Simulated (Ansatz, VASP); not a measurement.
# GePt: VASP beside Ansatz

The input INCAR:

```
SYSTEM = GePt
ALGO = Fast ; EDIFF = 1E-6
ENCUT = 520 ; GGA = PS
ISIF = 2 ; ISMEAR = 0
LASPH = .TRUE. ; LCHARG = .TRUE.
LELF = .TRUE. ; LREAL = .FALSE.
LVHAR = .TRUE. ; LWAVE = .FALSE.
NBANDS = 58 ; NELM = 80
PREC = Accurate ; SIGMA = 0.15
```

File KPOINTS:

```
k-points
0
G
  8 10 8
  0 0 0
```

Contents of POSCAR:

```
GePt
1.0
    5.7406005298      0.0000000000      0.0000000000
    0.0000000000      3.7003359901      0.0000000000
    0.0000000000      0.0000000000      6.0924385937
Ge Pt
4 4
Direct
    0.8151594238      0.7500000000      0.5880228910
    0.1848405762      0.2500000000      0.4119771090
    0.6848405762      0.2500000000      0.0880228910
    0.3151594238      0.7500000000      0.9119771090
    0.9992434718      0.7500000000      0.1911593642
    0.0007565282      0.2500000000      0.8088406358
    0.5007565282      0.2500000000      0.6911593642
    0.4992434718      0.7500000000      0.3088406358
```

Input for Ansatz:

```yaml
crystal:
  lattice:
    - [5.7406005298, 0.0, 0.0]
    - [0.0, 3.7003359901, 0.0]
    - [0.0, 0.0, 6.0924385937]
  atoms:
    - { symbol: Ge, position: [0.8151594238, 0.75, 0.588022891] }
    - { symbol: Ge, position: [0.1848405762, 0.25, 0.411977109] }
    - { symbol: Ge, position: [0.6848405762, 0.25, 0.088022891] }
    - { symbol: Ge, position: [0.3151594238, 0.75, 0.911977109] }
    - { symbol: Pt, position: [0.9992434718, 0.75, 0.1911593642] }
    - { symbol: Pt, position: [0.0007565282, 0.25, 0.8088406358] }
    - { symbol: Pt, position: [0.5007565282, 0.25, 0.6911593642] }
    - { symbol: Pt, position: [0.4992434718, 0.75, 0.3088406358] }
basis:
  ecutwfc: 420
kpoints:
  mp_grid: { grid: [8, 10, 8] }
hamiltonian:
  xc: pbesol
scf:
  occupations: { method: gaussian, width: 0.15 }
output:
  forces: true
  stress: true
  eigenvalues: true
  write_density: true
  write_potential: true
  elf: true
  volumetric_format: npy
```

Alike in both runs: task single point; functional PBEsol; k mesh 8 × 10 × 8; occupations gaussian, width 0.15 eV; no spin polarisation.

```csv
,VASP,Ansatz
version,VASP 6.6.1,Ansatz 0.2.0
potentials or method,"VASP PAW PBE potentials, release 64 (Ge_d, Pt), cutoff 520 eV","scalar-relativistic, plane waves, PAW"
valence electrons in the cell,96,128
```

|  | VASP | Ansatz | Ansatz less VASP |
| --- | --- | --- | --- |
| gap on the k mesh at the Fermi level (eV) | none | none | - |
| pressure (GPa) | 0.0 | 0.0 | +0.01 |
| traceless stress, the component that is largest in VASP (GPa) | -0.15 | -0.13 | +0.017 |
| rms of the force components (eV/Å) | 0.004 | 0.004 | +0.0001 |

VASP's potentials were made for PBE, not for PBEsol. Atom by atom the forces differ by 0.002 eV/Å (rms over components). A gap of «none» marks a metal or a gap that the smearing closes. With one functional, cell and mesh, what is left measures potentials, basis and numerics. VASP's potentials hold 96 valence electrons a cell and Ansatz's 128, so a difference there can come from the potentials and not from the codes.

Neither program's run includes spin-orbit coupling.
